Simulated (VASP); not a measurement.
A run of VASP 6.6.1:

Contents of POSCAR:

```
SrVO3
1.0
    3.8408994000      0.0000000000      0.0000000000
    0.0000000000      3.8408994000      0.0000000000
    0.0000000000      0.0000000000      3.8408994000
Sr V O
1 1 3
Direct
    0.5000000000      0.5000000000      0.5000000000
    0.0000000000      0.0000000000      0.0000000000
    0.5000000000      0.0000000000      0.0000000000
    0.0000000000      0.5000000000      0.0000000000
    0.0000000000      0.0000000000      0.5000000000
```

The input INCAR.step1:

```
  PREC = Accurate
  ENCUT = 520
  ISMEAR = 0
  SIGMA = 0.05
  LREAL = F
  LASPH = T
  NELM = 150
  ISPIN = 2
  MAGMOM = 0 0.91 0.02 -0.07 0.02
  LMAXMIX = 4
  LDAU = T
  LDAUTYPE = 2
  LDAUL = -1 2 -1
  LDAUU = 0 4 0
  LDAUJ = 0 0 0
  NBANDS = 32
  GGA = PE
  ALGO = Normal
  EDIFF = 1E-4
  LWAVE = T
  LCHARG = F
```

INCAR.step2

```
  PREC = Accurate
  ENCUT = 520
  EDIFF = 1E-6
  ISMEAR = 0
  SIGMA = 0.05
  LREAL = F
  LASPH = T
  NELM = 150
  ALGO = Normal
  ISIF = 2
  LWAVE = F
  LCHARG = F
  ISPIN = 2
  MAGMOM = 0 0.91 0.02 -0.07 0.02
  LORBIT = 11
  LMAXMIX = 4
  LDAU = T
  LDAUTYPE = 2
  LDAUL = -1 2 -1
  LDAUU = 0 4 0
  LDAUJ = 0 0 0
  LDAUPRINT = 1
  METAGGA = R2SCAN
  LMIXTAU = T
  NBANDS = 32
  ISTART = 1
```

The input KPOINTS:

```
regular mesh
0
Gamma
  5 5 5
```

Potentials or basis: VASP PAW PBE potentials, release 64 (Sr_sv, V_sv, O).

Launch:

```bash
$ cat potpaw_PBE.64/Sr_sv/POTCAR potpaw_PBE.64/V_sv/POTCAR potpaw_PBE.64/O/POTCAR > POTCAR
$ cp INCAR.step1 INCAR
$ mpirun -np 1 vasp_std > vasp.out
$ cp INCAR.step2 INCAR
$ mpirun -np 1 vasp_std > vasp.out
```

Hardware: 1 thread of AMD EPYC 7R13 Processor (Zen 3), on a shared host.

Question: Estimate the wall time of this run.

Answer: Wall time 3.1 min on 1 thread of AMD EPYC 7R13 Processor (Zen 3) (shared host), peak memory 0.2 GiB. Counts: k points 18.
